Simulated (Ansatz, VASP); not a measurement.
**BaTiO3 in VASP and in Ansatz**

```
CELL_PARAMETERS angstrom
3.99980 -0.04000 -0.04000
-0.04000 3.99980 -0.04000
-0.04018 -0.04018 4.01800
ATOMIC_POSITIONS crystal
Ba 0.00000 0.00000 0.00000
Ti 0.50000 0.50000 0.48200
O 0.50000 0.50000 0.01600
O 0.50000 0.00000 0.51500
O 0.00000 0.50000 0.51500
```

Change from the starting cell: equal xy, yz and zx shear strains of -2 %.

Alike in both runs: task single point; functional PBE; k mesh 7 × 7 × 7; occupations fermi-dirac, width 0.08 eV; no spin polarisation.

|  | VASP | Ansatz |
| --- | --- | --- |
| version | VASP 6.6.1 | Ansatz 0.2.0 |
| potentials or method | VASP PAW PBE potentials, release 64 (Ba_sv, Ti_sv, O), cutoff 520 eV | all-electron LAPW, scalar-relativistic |

|  | VASP | Ansatz | Ansatz less VASP |
| --- | --- | --- | --- |
| pressure (GPa) | 4.6 | 2.8 | -1.79 |
| traceless stress, the component that is largest in VASP (GPa) | 2.54 | 2.46 | -0.071 |
| rms of the force components (eV/Å) | 0.104 | 0.111 | +0.0075 |

Atom by atom the forces differ by 0.019 eV/Å (rms over components). Ansatz ran all-electron here, and VASP with PAW potentials.

Neither program's run includes spin-orbit coupling.
